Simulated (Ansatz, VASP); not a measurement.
Two plane-wave programs on Al

```
Al
1.0
     0.00000    2.02398    2.02398
     2.02398    0.00000    2.02398
     2.02398    2.02398    0.00000
Al
1
Direct
  0.00000 0.00000 0.00000
```

Alike in both runs: task single point; functional PBE; dispersion D3(BJ); k mesh 8 × 8 × 8; occupations gaussian, width 0.1 eV; no spin polarisation.

```csv
,VASP,Ansatz
version,VASP 6.6.1,Ansatz 0.2.0
potentials or method,"VASP PAW PBE potentials, release 64 (Al), cutoff 520 eV","scalar-relativistic, plane waves, PAW"
valence electrons in the cell,3,3
```

```tsv
	VASP	Ansatz	Ansatz less VASP
gap on the k mesh at the Fermi level (eV)	none	none	-
pressure (GPa)	-3.7	-3.7	+0.04
```

A gap of «none» marks a metal or a gap that the smearing closes.
